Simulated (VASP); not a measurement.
Crystal: BiTe.

```xyz
2
Lattice="2.4546 1.4172 3.3609 -2.4546 1.4172 3.3609 0.0000 -2.8343 3.3609" Properties=species:S:1:pos:R:3 pbc="T T T"
Bi    0.0000    0.0000    5.0414
Te    0.0000    0.0000    0.0000
```

Base run:

```yaml
Program: VASP 6.6.1
Functional: r2SCAN
Potentials_or_basis: VASP PAW PBE potentials, release 64 (Bi_d, Te)
Cutoff: 520 eV
k_mesh: 7 × 7 × 7
Occupations: fermi-dirac, width 0.05 eV
Spin: no spin polarisation
```

Its results: pressure -2.4 GPa.

Problem. After a change of settings the same cell gave: pressure -4.9 GPa. Which change was it?
A. further incar settings from ALGO = Normal; EDIFF = 1e-06; NBANDS = 18 to ALGO = Normal; EDIFF = 1e-07; NBANDS = 18
B. functional from r2SCAN to PBE
C. functional from r2SCAN to LDA; potentials or basis from VASP PAW PBE potentials, release 64 (Bi_d, Te) to VASP PAW LDA potentials, release 64 (Bi_d, Te)
D. functional from r2SCAN to PBEsol

Solution. C.

Caveats: the PAW data sets were made with another functional, which shifts forces and pressure a little (some runs).
